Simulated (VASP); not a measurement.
# TaN (Fm-3m) in VASP: a series of runs, part 2 of 2

VASP 6.6.1. The steps go on from the part before.

### Step 5. Single point, r2SCAN

Contents of POSCAR:

```
TaN
1.0
    0.0000000000      2.1982663152      2.1982663152
    2.1982663152      0.0000000000      2.1982663152
    2.1982663152      2.1982663152      0.0000000000
Ta N
1 1
Direct
    0.5000000000      0.5000000000      0.5000000000
    0.0000000000      0.0000000000      0.0000000000
```

Contents of INCAR.step1:

```
ALGO = Normal
EDIFF = 1E-5
ENCUT = 660
GGA = PE
GGA_COMPAT = F
ISMEAR = 0
LASPH = T
LCHARG = F
LREAL = F
LWAVE = T
NBANDS = 16
NELM = 120
PREC = Accurate
SIGMA = 0.1
```

Contents of INCAR.step2:

```
ALGO = Normal
EDIFF = 1E-6
ENCUT = 660
GGA_COMPAT = F
ISIF = 2
ISMEAR = 0
ISTART = 1
LASPH = T
LCHARG = F
LMIXTAU = T
LREAL = F
LWAVE = F
METAGGA = R2SCAN
NBANDS = 16
NELM = 120
PREC = Accurate
SIGMA = 0.1
```

Contents of KPOINTS:

```
k-points
0
Gamma
  16 16 16
```

Potentials or basis: VASP PAW PBE potentials, release 64 (Ta_sv_GW, N).

Run with:

```
cat potpaw_PBE.64/Ta_sv_GW/POTCAR potpaw_PBE.64/N/POTCAR > POTCAR
cp INCAR.step1 INCAR
mpirun -np 1 vasp_std > vasp.out
cp INCAR.step2 INCAR
mpirun -np 1 vasp_std > vasp.out
```

OUTCAR:

```text
EDIFF = 1E-6
   ENCUT = 660
   ISIF = 2
   ISMEAR = 0
   ISTART = 1
   LASPH = T
   LREAL = F
   METAGGA = R2SCAN
   NELM = 120
   PREC = Accurate

 ion  position               nearest neighbor table
   1  0.500  0.500  0.500-   2 2.20   2 2.20   2 2.20   2 2.20   2 2.20   2 2.20
   2  0.000  0.000  0.000-   1 2.20   1 2.20   1 2.20   1 2.20   1 2.20   1 2.20

  LATTYP: Found a face centered cubic cell.
 ALAT       =     4.3965326304

  Lattice vectors:

 A1 = (   0.0000000000,   2.1982663152,   2.1982663152)
 A2 = (   2.1982663152,   0.0000000000,   2.1982663152)
 A3 = (   2.1982663152,   2.1982663152,   0.0000000000)

Analysis of symmetry for initial positions (statically):
=====================================================================
 Subroutine PRICEL returns:
 Original cell was already a primitive cell.

 Routine SETGRP: Setting up the symmetry group for a
 face centered cubic supercell.

 Subroutine GETGRP returns: Found 48 space group operations
 (whereof 48 operations were pure point group operations)
 out of a pool of 48 trial point group operations.

The static configuration has the point symmetry O_h .

Analysis of symmetry for dynamics (positions and initial velocities):
=====================================================================
 Subroutine PRICEL returns:
 Original cell was already a primitive cell.

 Routine SETGRP: Setting up the symmetry group for a
 face centered cubic supercell.

 Subroutine GETGRP returns: Found 48 space group operations
 (whereof 48 operations were pure point group operations)
 out of a pool of 48 trial point group operations.

The dynamic configuration has the point symmetry O_h .

 Subroutine INISYM returns: Found 48 space group operations
 (whereof 48 operations are pure point group operations),
 and found     1 'primitive' translations

----------------------------------------------------------------------------------------

                                     Primitive cell
[... 106 lines left out ...]
   ISMEAR =     0;   SIGMA  =   0.10  broadening in eV -4-tet -1-fermi 0-gaus
   EFERMI_NEDOS =   21; number of points for ismear=-14 and -15
   IALGO  =     38    algorithm
   IMIX   =      4    mixing-type and parameters
     AMIX     =   0.40;   BMIX     =  1.00
     AMIX_MAG =   1.60;   BMIX_MAG =  1.00
  volume/ion in A,a.u.               =      10.62        71.69
  Fermi-wavevector in a.u.,A,eV,Ry     =   1.549085  2.927347 32.649433  2.399666
  Thomas-Fermi vector in A             =   2.653943
   LORBIT       =      0    0 simple, 1 ext, 2 COOP (PROOUT), +10 PAW based schemes
   METAGGA = R2SCAN    functional components
   LHFCALC =     F    Hartree Fock is set to
   AEXX    =    0.0000 exact exchange contribution
   IVDW    =     0    specifies the selected vdW correction
   LEPSILON=     F    determine dielectric tensor
   LRPA    =     F    only Hartree local field effects (RPA)
 non-spin polarized calculation
 Gauss-broadening in eV      SIGMA  =   0.10
  energy-cutoff  :      660.00
  volume of cell :       21.25
 maximum number of plane-waves:       869
 NGX is ok and might be reduce to    28
   NGX = 13   NGY = 13   NGZ = 13

 number of electron      18.0000000 magnetization

 Free energy of the ion-electron system (eV)
  ---------------------------------------------------
  ext. energy  EPLUGINS =         0.00000000
  ---------------------------------------------------
  free energy    TOTEN  =       -62.20714430 eV

  energy without entropy =      -62.20164638  energy(sigma->0) =      -62.20439534

 E-fermi :  13.8783     XC(G=0): -14.7678

 val. band max:       13.8765873944   @ k =  -0.3125   0.3125   0.1250
 cond. band min:      13.8913580252   @ k =  -0.3125   0.3125   0.0625
 fundamental gap:      0.0147706309
 Fermi energy:        13.8783333375

 k-point     1 :       0.0000    0.0000    0.0000
  band No.  band energies     occupation
      1     -57.7746      2.00000
      2     -23.2529      2.00000
      3     -23.2529      2.00000
      4     -23.2529      2.00000
      5      -6.1206      2.00000
      6       9.7274      2.00000
[... 433 lines left out ...]
      3     -23.2754      2.00000
      4     -23.2548      2.00000
      5      -5.8716      2.00000
      6       8.5179      2.00000
[... 8 lines left out ...]
     15      24.3351      0.00000
     16      35.6261      0.00000

 [... further k-points ...]
[... 5 lines left out ...]
  --------------------------------------------------------------------------------------
  -------------------------------------------------------------------------------------
  Total       -0.0051916     -0.0051916     -0.0051916      0.0000000      0.0000000     -0.0000000
  in kB       -0.3915073     -0.3915073     -0.3915073      0.0000000      0.0000000     -0.0000000
  external PRESSURE =      -0.3915073 kB  Pullay stress =       0.0000000 kB

 VOLUME and BASIS-vectors are now :
 -----------------------------------------------------------------------------
  energy-cutoff  :      660.00
  volume of cell :       21.25
      direct lattice vectors                 reciprocal lattice vectors
     0.000000000  2.198266315  2.198266315    -0.227451968  0.227451968  0.227451968
     2.198266315  0.000000000  2.198266315     0.227451968 -0.227451968  0.227451968
     2.198266315  2.198266315  0.000000000     0.227451968  0.227451968 -0.227451968

 POSITION                                       TOTAL-FORCE (eV/Angst)
 -----------------------------------------------------------------------------------
      2.19827      2.19827      2.19827        -0.000000      0.000000     -0.000000
      0.00000      0.00000      0.00000         0.000000     -0.000000      0.000000
 -----------------------------------------------------------------------------------
    total drift:                                0.000000      0.000000      0.000000

  FREE ENERGIE OF THE ION-ELECTRON SYSTEM (eV)
  ---------------------------------------------------
  free  energy   TOTEN  =       -62.2071443015 eV

  energy  without entropy=      -62.2016463836  energy(sigma->0) =      -62.20439534
```

OSZICAR.step1:

```text
N       E                     dE             d eps       ncg     rms          rms(c)
DAV:   1     0.125752580902E+03    0.12575E+03   -0.12809E+04  4664   0.138E+03
DAV:   2    -0.229506016203E+02   -0.14870E+03   -0.14309E+03  6792   0.360E+02
DAV:   3    -0.284641076457E+02   -0.55135E+01   -0.55040E+01  5520   0.626E+01
DAV:   4    -0.285875883426E+02   -0.12348E+00   -0.12348E+00  6672   0.648E+00
DAV:   5    -0.285905749383E+02   -0.29866E-02   -0.29866E-02  5664   0.696E-01    0.440E+01
DAV:   6    -0.244972302429E+02    0.40933E+01   -0.89581E+00  5680   0.272E+01    0.459E+01
DAV:   7    -0.244019455424E+02    0.95285E-01   -0.48520E-01  4728   0.594E+00    0.248E+01
DAV:   8    -0.243549908056E+02    0.46955E-01   -0.15327E-01  5864   0.328E+00    0.927E-01
DAV:   9    -0.243535816384E+02    0.14092E-02   -0.53937E-03  5400   0.696E-01    0.667E-01
DAV:  10    -0.243535738280E+02    0.78103E-05   -0.14092E-03  5064   0.360E-01    0.113E-01
DAV:  11    -0.243535788084E+02   -0.49804E-05   -0.11039E-04  5504   0.113E-01    0.169E-01
DAV:  12    -0.243535664740E+02    0.12334E-04   -0.23223E-05  4936   0.453E-02    0.319E-02
DAV:  13    -0.243535669220E+02   -0.44803E-06   -0.27962E-06  2584   0.137E-02
   1 F= -.24353567E+02 E0= -.24350712E+02  d E =-.570970E-02
```

Wall time 2.7 min (1 thread of Intel Xeon 6975P-C (Granite Rapids), shared host); peak memory 0.23 GiB.

What came out:

```yaml
Free_energy: -62.2071 eV
Pressure: 0.0 GPa
Band_gap_on_the_k_mesh: zero (band 9 reaches 15.82 eV, above the bottom of band 10 at 11.73 eV)
```

Caveat: the PAW data sets were made with another functional, which shifts forces and pressure a little; spin-orbit coupling is left out, which moves the levels of the heavy elements.

### Step 6. The runs side by side

| cell | k mesh | gap on the mesh (eV) | pressure (GPa) |
| --- | --- | --- | --- |
| a = 3.110 Å, angles 60.0°, 2 atoms | 8 × 8 × 8 | none | -0.2 |
| a = 3.045 Å, angles 60.0°, 2 atoms | 16 × 16 × 16 | none | 25.0 |
| a = 3.077 Å, angles 60.0°, 2 atoms | 16 × 16 × 16 | none | 11.5 |
| a = 3.109 Å, angles 60.0°, 2 atoms | 16 × 16 × 16 | none | 0.0 |

Alike in all rows: task single point; level r2SCAN; potentials or basis VASP PAW PBE potentials, release 64 (Ta_sv_GW, N); no spin polarisation; cutoff (eV) 660; smearing gaussian 0.1 eV.

Caveats: the PAW data sets were made with another functional, which shifts forces and pressure a little; spin-orbit coupling is left out, which moves the levels of the heavy elements.

Absolute energies hang on the potentials; compare differences alone.
